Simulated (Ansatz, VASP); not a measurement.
CsCdCl3 in VASP and in Ansatz

Contents of INCAR:

```
PREC = Accurate
ENCUT = 520
EDIFF = 1E-6
ISMEAR = 0
SIGMA = 0.05
LREAL = False
LASPH = True
NELM = 80
ALGO = Normal
ISIF = 2
LWAVE = False
LCHARG = False
GGA = CA
NBANDS = 29
```

File KPOINTS:

```
regular mesh
0
Gamma
  6 6 6
```

POSCAR

```
CsCdCl3
1.0
    5.0440000000      0.0000000000      0.0000000000
    0.0000000000      5.0440000000      0.0000000000
    0.0000000000      0.0000000000      5.2780000000
Cs Cd Cl
1 1 3
Direct
    0.0000000000      0.0000000000      0.0000000000
    0.5000000000      0.5000000000      0.5000000000
    0.0000000000      0.5000000000      0.5000000000
    0.5000000000      0.0000000000      0.5000000000
    0.5000000000      0.5000000000      0.0000000000
```

Input for Ansatz:

```yaml
crystal:
  lattice:
    - [5.044, 0.0, 0.0]
    - [0.0, 5.044, 0.0]
    - [0.0, 0.0, 5.278]
  atoms:
    - { symbol: Cs, position: [0.0, 0.0, 0.0] }
    - { symbol: Cd, position: [0.5, 0.5, 0.5] }
    - { symbol: Cl, position: [0.0, 0.5, 0.5] }
    - { symbol: Cl, position: [0.5, 0.0, 0.5] }
    - { symbol: Cl, position: [0.5, 0.5, 0.0] }
basis:
  ecutwfc: 420
kpoints:
  mp_grid: { grid: [6, 6, 6] }
hamiltonian:
  xc: lda
scf:
  occupations: { method: gaussian, width: 0.05 }
output:
  forces: true
  stress: true
  eigenvalues: true
```

Change from the starting cell: strain -0.030 along x and y, +0.015 along z, atoms carried along.

Alike in both runs: task single point; functional LDA; k mesh 6 × 6 × 6; occupations gaussian, width 0.05 eV; no spin polarisation.

|  | VASP | Ansatz |
| --- | --- | --- |
| version | VASP 6.6.1 | Ansatz 0.2.0 |
| potentials or method | VASP PAW LDA potentials, release 64 (Cs_sv, Cd, Cl), cutoff 520 eV | scalar-relativistic, plane waves, PAW |
| valence electrons in the cell | 42 | 50 |

```csv
,VASP,Ansatz,Ansatz less VASP
gap on the k mesh at the Fermi level (eV),1.51,1.48,-0.029
least direct gap on the mesh (eV),2.32,2.30,-0.022
pressure (GPa),0.2,0.0,-0.28
"traceless stress, the component that is largest in VASP (GPa)",-1.56,-1.49,+0.077
```

LDA's correlation is that of Perdew and Zunger in VASP and of Perdew and Wang (1992) in Ansatz. VASP's potentials hold 42 valence electrons a cell and Ansatz's 50, so a difference there can come from the potentials and not from the codes.

Neither program's run includes spin-orbit coupling.
